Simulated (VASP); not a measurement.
# Ag (P6_3/mmc) in VASP: a series of runs

Ag is run at these levels: PBEsol; tasks: single point.

Everything below comes from runs of VASP 6.6.1. Logs are shortened: lines on timing, memory, paths and dates and some standing lists are left out, and cuts for length are marked.

## (1) The cell of the first run

It takes space group P6_3/mmc (No. 194, hexagonal). Conventional cell: a = 2.752 Å, b = 2.752 Å, c = 4.691 Å, α = 90.00°, β = 90.00°, γ = 120.00°. Within 3.6 Å of Ag (site symmetry -6m2) lie 12 Ag at 2.75 to 2.83 Å.

This isn't the form of Ag at room conditions, which is fcc.

## (2) Single point, PBEsol (strain -0.0400 x Voigt [1, 1, 0, 0, 0, 0])

File INCAR:

```
  ALGO = Fast
  EDIFF = 1E-6
  ENCUT = 520
  GGA = PS
  ISIF = 2
  ISMEAR = 0
  LASPH = True
  LCHARG = True
  LELF = True
  LREAL = False
  LVHAR = True
  LWAVE = False
  NBANDS = 18
  NELM = 60
  PREC = Accurate
  SIGMA = 0.15
```

File KPOINTS:

```
k-points
0
Gamma
  24 24 14
```

File POSCAR:

```
Ag
1.0
    2.7523801616      0.0000000000      0.0000000000
   -1.3761900808      2.3836311408      0.0000000000
    0.0000000000      0.0000000000      4.6907149281
Ag
2
Direct
    0.3333333333      0.6666666667      0.2500000000
    0.6666666667      0.3333333333      0.7500000000
```

Potentials or basis: VASP PAW PBE potentials, release 64 (Ag).

Started as:

```sh
$ cat potpaw_PBE.64/Ag/POTCAR > POTCAR
$ mpirun -np 1 vasp_std > vasp.out
```

OUTCAR:

```text
EDIFF = 1E-6
   ENCUT = 520
   GGA = PS
   ISIF = 2
   ISMEAR = 0
   LASPH = True
   LREAL = False
   NELM = 60
   PREC = Accurate

 ion  position               nearest neighbor table
   1  0.333  0.667  0.250-   2 2.83   2 2.83   2 2.83   2 2.83   2 2.83   2 2.83
   2  0.667  0.333  0.750-   1 2.83   1 2.83   1 2.83   1 2.83   1 2.83   1 2.83

  LATTYP: Found a hexagonal cell.
 ALAT       =     2.7523801616
 C/A-ratio  =     1.7042394774

  Lattice vectors:

 A1 = (   2.7523801616,   0.0000000000,   0.0000000000)
 A2 = (  -1.3761900808,   2.3836311408,   0.0000000000)
 A3 = (   0.0000000000,   0.0000000000,   4.6907149281)

Analysis of symmetry for initial positions (statically):
=====================================================================
 Subroutine PRICEL returns:
 Original cell was already a primitive cell.

 Routine SETGRP: Setting up the symmetry group for a
 hexagonal supercell.

 Subroutine GETGRP returns: Found 24 space group operations
 (whereof 12 operations were pure point group operations)
 out of a pool of 24 trial point group operations.

The static configuration has the point symmetry D_3d.
 The point group associated with its full space group is D_6h.

Analysis of symmetry for dynamics (positions and initial velocities):
=====================================================================
 Subroutine PRICEL returns:
 Original cell was already a primitive cell.

 Routine SETGRP: Setting up the symmetry group for a
 hexagonal supercell.

 Subroutine GETGRP returns: Found 24 space group operations
 (whereof 12 operations were pure point group operations)
 out of a pool of 24 trial point group operations.

The dynamic configuration has the point symmetry D_3d.
 The point group associated with its full space group is D_6h.

 Subroutine INISYM returns: Found 24 space group operations
 (whereof 12 operations are pure point group operations),
 and found     1 'primitive' translations

----------------------------------------------------------------------------------------

                                     Primitive cell

  volume of cell :      30.7742

  direct lattice vectors                    reciprocal lattice vectors
     2.752380162  0.000000000  0.000000000     0.363321904  0.209763999  0.000000000
    -1.376190081  2.383631141  0.000000000     0.000000000  0.419527998  0.000000000
     0.000000000  0.000000000  4.690714928     0.000000000  0.000000000  0.213187119

  length of vectors
     2.752380162  2.752380162  4.690714928     0.419527998  0.419527998  0.213187119

  position of ions in fractional coordinates (direct lattice)
     0.333333333  0.666666667  0.250000000
     0.666666667  0.333333333  0.750000000

  ion indices of the primitive-cell ions
   primitive index   ion index
                 1           1
                 2           2

----------------------------------------------------------------------------------------

 KPOINTS: k-points

Automatic generation of k-mesh.
 Grid dimensions read from file:
 generate k-points for:   24   24   14

 Generating k-lattice:

  Cartesian coordinates                     Fractional coordinates (reciprocal lattice)
     0.015138413  0.008740167  0.000000000     0.041666667  0.000000000  0.000000000
     0.000000000  0.017480333  0.000000000     0.000000000  0.041666667  0.000000000
     0.000000000  0.000000000  0.015227651     0.000000000  0.000000000  0.071428571

  Length of vectors
     0.017480333  0.017480333  0.015227651

  Shift w.r.t. Gamma in fractional coordinates (k-lattice)
     0.000000000  0.000000000  0.000000000

 Subroutine IBZKPT returns following result:
 ===========================================

 Found    488 irreducible k-points:

 Following reciprocal coordinates:
            Coordinates               Weight
  0.000000  0.000000  0.000000      1.000000
  0.041667  0.000000  0.000000      6.000000
  0.083333  0.000000  0.000000      6.000000
  0.125000  0.000000  0.000000      6.000000
  0.166667  0.000000  0.000000      6.000000
  0.208333  0.000000  0.000000      6.000000
[... 16 lines left out ...]
  0.416667  0.041667  0.000000     12.000000
  0.458333  0.041667  0.000000     12.000000
 [... further k-points ...]
   k-points           NKPTS =    488   k-points in BZ     NKDIM =    488   number of bands    NBANDS=     18
   number of dos      NEDOS =    301   number of ions     NIONS =      2
   total plane-waves  NPLWV =  14400
   dimension x,y,z NGX =    20 NGY =   20 NGZ =   36
   dimension x,y,z NGXF=    40 NGYF=   40 NGZF=   72
   ions per type =               2
   NGX,Y,Z   is equivalent  to a cutoff of  12.08, 12.08, 12.76 a.u.
   NGXF,Y,Z  is equivalent  to a cutoff of  24.16, 24.16, 25.52 a.u.
 SYSTEM =  unknown system
   PREC   = accura    normal or accurate (medium, high low for compatibility)
   ISTART =      0    job   : 0-new  1-cont  2-samecut
   ICHARG =      2    charge: 1-file 2-atom 10-const
   ISPIN  =      1    spin polarized calculation?
   LNONCOLLINEAR =      F non collinear calculations
   LSORBIT =      F    spin-orbit coupling
   LASPH  =      T    aspherical Exc in radial PAW
   ENCUT  =  520.0 eV  38.22 Ry    6.18 a.u.   5.12  5.12  8.72*2*pi/ulx,y,z
   NELM   =     60;   NELMIN=  2; NELMDL= -5     # of ELM steps
   EDIFF  = 0.1E-05   stopping-criterion for ELM
   LREAL  =      F    real-space projection
   EDIFFG = 0.1E-04   stopping-criterion for IOM
   NSW    =      0    number of steps for IOM
   IBRION =     -1    ionic relax: 0-MD 1-quasi-New 2-CG
   NFREE  =      0    steps in history (QN), initial steepest desc. (CG)
   ISIF   =      2    stress and relaxation
   ISYM   =      2    0-nonsym 1-usesym 2-fastsym
   POTIM  = 0.5000    time-step for ionic-motion
   TEBEG  =    0.0;   TEEND  =   0.0 temperature during run
   PSTRESS=    0.0 pullay stress
   NELECT =      22.0000    total number of electrons
   NUPDOWN=      -1.0000    fix difference up-down
   EMIN   =  10.00;   EMAX   =-10.00  energy-range for DOS
   EFERMI =   0.00;   METHOD = LEGACY
   ISMEAR =     0;   SIGMA  =   0.15  broadening in eV -4-tet -1-fermi 0-gaus
   EFERMI_NEDOS =   21; number of points for ismear=-14 and -15
   IALGO  =     68    algorithm
   IMIX   =      4    mixing-type and parameters
     AMIX     =   0.40;   BMIX     =  1.00
     AMIX_MAG =   1.60;   BMIX_MAG =  1.00
  volume/ion in A,a.u.               =      15.39       103.84
  Fermi-wavevector in a.u.,A,eV,Ry     =   1.463817  2.766214 29.154036  2.142761
  Thomas-Fermi vector in A             =   2.579867
   LORBIT       =      0    0 simple, 1 ext, 2 COOP (PROOUT), +10 PAW based schemes
   GGA     = PS    functional components
   LHFCALC =     F    Hartree Fock is set to
   AEXX    =    0.0000 exact exchange contribution
   IVDW    =     0    specifies the selected vdW correction
   LEPSILON=     F    determine dielectric tensor
   LRPA    =     F    only Hartree local field effects (RPA)
 non-spin polarized calculation
 RMM-DIIS sequential band-by-band and
 Gauss-broadening in eV      SIGMA  =   0.15
  energy-cutoff  :      520.00
  volume of cell :       30.77
 maximum number of plane-waves:       845
   NGX = 11   NGY = 11   NGZ = 17

 number of electron      22.0000010 magnetization

 Free energy of the ion-electron system (eV)
  ---------------------------------------------------
  ext. energy  EPLUGINS =         0.00000000
  ---------------------------------------------------
  free energy    TOTEN  =        -6.50851473 eV

  energy without entropy =       -6.50103660  energy(sigma->0) =       -6.50477567

 E-fermi :   9.7646     XC(G=0): -13.0335

 val. band max:        9.7597666716   @ k =   0.4167   0.0833   0.2857
 cond. band min:       9.7665482417   @ k =   0.4583   0.0417   0.2857
 fundamental gap:      0.0067815701
 Fermi energy:         9.7646482479

 k-point     1 :       0.0000    0.0000    0.0000
  band No.  band energies     occupation
      1       1.1196      2.00000
      2       2.6031      2.00000
      3       4.3450      2.00000
      4       4.6556      2.00000
      5       4.6556      2.00000
      6       4.9032      2.00000
[... 10 lines left out ...]
     17      29.9517      0.00000
     18      29.9517      0.00000

 k-point     2 :       0.0417    0.0000    0.0000
  band No.  band energies     occupation
      1       1.1745      2.00000
      2       2.6400      2.00000
      3       4.3396      2.00000
      4       4.6578      2.00000
      5       4.6880      2.00000
      6       4.8873      2.00000
[... 10 lines left out ...]
     17      29.4643      0.00000
     18      29.5949      0.00000

 k-point     3 :       0.0833    0.0000    0.0000
  band No.  band energies     occupation
      1       1.3367      2.00000
      2       2.7457      2.00000
      3       4.3116      2.00000
      4       4.6771      2.00000
      5       4.7839      2.00000
      6       4.8489      2.00000
[... 10 lines left out ...]
     17      28.5142      0.00000
     18      29.4191      0.00000

 k-point     4 :       0.1250    0.0000    0.0000
  band No.  band energies     occupation
      1       1.5971      2.00000
      2       2.9024      2.00000
      3       4.2517      2.00000
      4       4.6909      2.00000
      5       4.8503      2.00000
      6       4.9397      2.00000
[... 10 lines left out ...]
     17      27.4770      0.00000
     18      29.3288      0.00000

 k-point     5 :       0.1667    0.0000    0.0000
  band No.  band energies     occupation
      1       1.9365      2.00000
      2       3.0728      2.00000
      3       4.1915      2.00000
      4       4.6353      2.00000
      5       4.8586      2.00000
      6       4.9847      2.00000
[... 10 lines left out ...]
     17      27.7414      0.00000
     18      28.0979      0.00000

 k-point     6 :       0.2083    0.0000    0.0000
  band No.  band energies     occupation
      1       2.3177      2.00000
      2       3.1910      2.00000
      3       4.1987      2.00000
      4       4.4925      2.00000
      5       4.5769      2.00000
      6       5.2046      2.00000
[... 10 lines left out ...]
     17      27.0993      0.00000
     18      27.9511      0.00000

 k-point     7 :       0.2500    0.0000    0.0000
  band No.  band energies     occupation
      1       2.6724      2.00000
      2       3.2032      2.00000
      3       4.1462      2.00000
      4       4.3352      2.00000
      5       4.5682      2.00000
      6       5.0985      2.00000
[... 10 lines left out ...]
     17      26.8095      0.00000
     18      27.8487      0.00000

 k-point     8 :       0.2917    0.0000    0.0000
  band No.  band energies     occupation
      1       2.9000      2.00000
      2       3.1482      2.00000
      3       3.8406      2.00000
      4       4.5934      2.00000
      5       4.6373      2.00000
      6       4.9982      2.00000
[... 10 lines left out ...]
     17      25.7406      0.00000
     18      27.4806      0.00000
[... 229 lines left out ...]
     17      26.4552      0.00000
     18      27.6097      0.00000

 k-point    20 :       0.2917    0.0417    0.0000
  band No.  band energies     occupation
      1       2.9750      2.00000
      2       3.1590      2.00000
      3       3.7049      2.00000
      4       4.6823      2.00000
      5       4.7110      2.00000
      6       4.8867      2.00000
[... 10 lines left out ...]
     17      25.0516      0.00000
     18      27.1565      0.00000

 k-point    21 :       0.3333    0.0417    0.0000
  band No.  band energies     occupation
      1       2.9145      2.00000
      2       3.1599      2.00000
      3       3.4785      2.00000
      4       4.8147      2.00000
      5       4.8309      2.00000
      6       5.0159      2.00000
[... 10 lines left out ...]
     17      23.5443      0.00000
     18      26.7139      0.00000

 k-point    22 :       0.3750    0.0417    0.0000
  band No.  band energies     occupation
      1       2.8223      2.00000
      2       3.1426      2.00000
      3       3.3065      2.00000
      4       4.7633      2.00000
      5       4.9202      2.00000
      6       4.9561      2.00000
[... 10 lines left out ...]
     17      22.1444      0.00000
     18      26.3531      0.00000

 k-point    23 :       0.4167    0.0417    0.0000
  band No.  band energies     occupation
      1       2.7507      2.00000
      2       3.1158      2.00000
      3       3.1911      2.00000
      4       4.7338      2.00000
      5       4.8477      2.00000
      6       5.0498      2.00000
[... 10 lines left out ...]
     17      21.3695      0.00000
     18      26.1033      0.00000

 k-point    24 :       0.4583    0.0417    0.0000
  band No.  band energies     occupation
      1       2.7126      2.00000
      2       3.0981      2.00000
      3       3.1331      2.00000
      4       4.7233      2.00000
      5       4.8060      2.00000
      6       5.0996      2.00000
[... 10 lines left out ...]
     17      21.1610      0.00000
     18      25.9762      0.00000

 [... further k-points ...]
[... 5 lines left out ...]
  --------------------------------------------------------------------------------------
  -------------------------------------------------------------------------------------
  Total        2.7358602      2.7358602      1.4607375      0.0000000      0.0000000      0.0000000
  in kB      142.4354094    142.4354094     76.0494816      0.0000000      0.0000000      0.0000000
  external PRESSURE =     120.3067668 kB  Pullay stress =       0.0000000 kB

 VOLUME and BASIS-vectors are now :
 -----------------------------------------------------------------------------
  energy-cutoff  :      520.00
  volume of cell :       30.77
      direct lattice vectors                 reciprocal lattice vectors
     2.752380162  0.000000000  0.000000000     0.363321904  0.209763999  0.000000000
    -1.376190081  2.383631141  0.000000000     0.000000000  0.419527998  0.000000000
     0.000000000  0.000000000  4.690714928     0.000000000  0.000000000  0.213187119

 POSITION                                       TOTAL-FORCE (eV/Angst)
 -----------------------------------------------------------------------------------
     -0.00000      1.58909      1.17268        -0.000000      0.000000      0.000000
      1.37619      0.79454      3.51804         0.000000     -0.000000      0.000000
 -----------------------------------------------------------------------------------
    total drift:                               -0.000000      0.000000     -0.000000

  FREE ENERGIE OF THE ION-ELECTRON SYSTEM (eV)
  ---------------------------------------------------
  free  energy   TOTEN  =        -6.5085147337 eV

  energy  without entropy=       -6.5010366034  energy(sigma->0) =       -6.50477567
```

Run time: 2.9 min. Hardware: 1 thread of Intel Xeon Platinum 8259CL at 2.50GHz (Skylake/Cascade Lake), shared host; peak memory 0.32 GiB.

Results:

```yaml
Free_energy: -6.5085 eV
Pressure: 12.0 GPa
Band_gap_on_the_k_mesh: zero (bands 11 and 12 overlap by 8.08 eV)
```

Stress tensor (GPa, compression positive):
```
14.24  0.00  0.00
 0.00 14.24  0.00
 0.00  0.00  7.60
```

Levels at points of the mesh, in eV from the Fermi level:
```csv
k point,band 8,band 9,band 10,band 11,band 12,band 13,band 14,band 15
"(0.00, 0.00, 0.00)",-4.21,-4.21,-3.16,-3.16,-1.11,3.56,16.17,17.08
"(0.50, 0.00, 0.00)",-3.01,-2.87,-2.74,0.17,1.95,7.12,7.34,10.07
"(0.00, 0.00, 0.50)",-5.11,-3.53,-3.53,-3.53,-3.53,10.95,10.95,16.57
"(0.50, 0.00, 0.50)",-3.26,-2.79,-2.79,0.62,0.62,5.31,5.31,14.11
```

Caveat: the cell differs from its parent crystal (strain -0.0400 x Voigt [1, 1, 0, 0, 0, 0]); the cell stands under pressure; the PAW data sets were made with another functional, which shifts forces and pressure a little.

## (3) Single point, PBEsol (strain -0.0300 x Voigt [1, 1, 0, 0, 0, 0])

File INCAR:

```
SYSTEM = Ag
ALGO     = Fast           ! electronic algorithm
EDIFF    = 1E-6           ! SCF threshold, eV
ENCUT    = 520            ! plane-wave cutoff, eV
GGA      = PS             ! functional
ISIF     = 2              ! what is computed and relaxed
ISMEAR   = 0              ! smearing method
LASPH    = .TRUE.         ! aspherical terms in the spheres
LCHARG   = .FALSE.        ! write CHGCAR
LREAL    = .FALSE.        ! projectors in reciprocal space
LWAVE    = .FALSE.        ! write WAVECAR
NBANDS   = 18             ! bands
NELM     = 60             ! most SCF steps
PREC     = Accurate       ! precision mode
SIGMA    = 0.15           ! smearing width, eV
```

File KPOINTS:

```
k-points
0
G
  24 24 14
  0 0 0
```

File POSCAR:

```
Ag
1.0
    2.7810507883      0.0000000000      0.0000000000
   -1.3905253941      2.4084606319      0.0000000000
    0.0000000000      0.0000000000      4.6907149281
Ag
2
Direct
    0.3333333333      0.6666666667      0.2500000000
    0.6666666667      0.3333333333      0.7500000000
```

Potentials or basis: VASP PAW PBE potentials, release 64 (Ag).

Started as:

```sh
$ cat potpaw_PBE.64/Ag/POTCAR > POTCAR
$ mpirun -np 1 vasp_std > vasp.out
```

It took 2.8 min on 1 thread of Intel Xeon Platinum 8259CL at 2.50GHz (Skylake/Cascade Lake), shared host; peak memory 0.33 GiB.

Results (log left out):

```yaml
Free_energy: -6.5570 eV
Pressure: 8.2 GPa
Band_gap_on_the_k_mesh: zero (bands 11 and 12 overlap by 7.93 eV)
```

Stress tensor (GPa, compression positive):
```
9.69 0.00 0.00
0.00 9.69 0.00
0.00 0.00 5.34
```

Levels at points of the mesh, in eV from the Fermi level:
```tsv
k point	band 8	band 9	band 10	band 11	band 12	band 13	band 14	band 15
(0.00, 0.00, 0.00)	-4.18	-4.18	-3.14	-3.14	-0.96	3.59	16.05	17.22
(0.50, 0.00, 0.00)	-2.97	-2.88	-2.75	0.15	1.86	7.07	7.30	9.93
(0.00, 0.00, 0.50)	-4.98	-3.49	-3.49	-3.49	-3.49	11.02	11.02	16.45
(0.50, 0.00, 0.50)	-3.22	-2.80	-2.80	0.64	0.64	5.15	5.15	14.14
```

Caveat: the cell differs from its parent crystal (strain -0.0300 x Voigt [1, 1, 0, 0, 0, 0]); the cell stands under pressure; the PAW data sets were made with another functional, which shifts forces and pressure a little.

## (4) Single point, PBEsol (strain -0.0200 x Voigt [1, 1, 0, 0, 0, 0])

File INCAR:

```
SYSTEM = Ag
ALGO = Fast
EDIFF = 1E-6
ENCUT = 520
GGA = PS
ISIF = 2
ISMEAR = 0
LASPH = .True.
LCHARG = .False.
LREAL = .False.
LWAVE = .False.
NBANDS = 18
NELM = 60
PREC = Accurate
SIGMA = 0.15
```

File KPOINTS:

```
k-points
0
Gamma
  24 24 14
  0 0 0
```

File POSCAR:

```
Ag
1.0
    2.8097214149      0.0000000000      0.0000000000
   -1.4048607074      2.4332901229      0.0000000000
    0.0000000000      0.0000000000      4.6907149281
Ag
2
Direct
    0.3333333333      0.6666666667      0.2500000000
    0.6666666667      0.3333333333      0.7500000000
```

Started as:

```sh
$ cat potpaw_PBE.64/Ag/POTCAR > POTCAR
$ mpirun -np 1 vasp_std > vasp.out
```

It took 2.9 min on 1 thread of Intel Xeon Platinum 8259CL at 2.50GHz (Skylake/Cascade Lake), shared host; peak memory 0.33 GiB.

The run converged. Its results:

```yaml
Free_energy: -6.5890 eV
Pressure: 5.0 GPa
Band_gap_on_the_k_mesh: zero (bands 11 and 12 overlap by 7.79 eV)
```

Stress tensor (GPa, compression positive):
```
5.79 0.00 0.00
0.00 5.79 0.00
0.00 0.00 3.35
```

Levels at points of the mesh, in eV from the Fermi level:
```
           k point  band 7  band 8  band 9  band 10  band 11  band 12  band 13  band 14  band 15  band 16
(0.00, 0.00, 0.00)   -4.67   -4.17   -4.17    -3.12    -3.12    -0.81     3.61    15.93    17.35    18.17
(0.50, 0.00, 0.00)   -3.95   -2.94   -2.90    -2.77     0.12     1.77     7.01     7.27     9.79    10.70
(0.00, 0.00, 0.50)   -4.86   -4.86   -3.46    -3.46    -3.46    -3.46    11.10    11.10    16.32    16.32
(0.50, 0.00, 0.50)   -3.19   -3.19   -2.82    -2.82     0.65     0.65     4.99     4.99    14.16    14.16
```

Caveat: the cell differs from its parent crystal (strain -0.0200 x Voigt [1, 1, 0, 0, 0, 0]); the cell stands under pressure; the PAW data sets were made with another functional, which shifts forces and pressure a little.

[end of part 1 of 3]
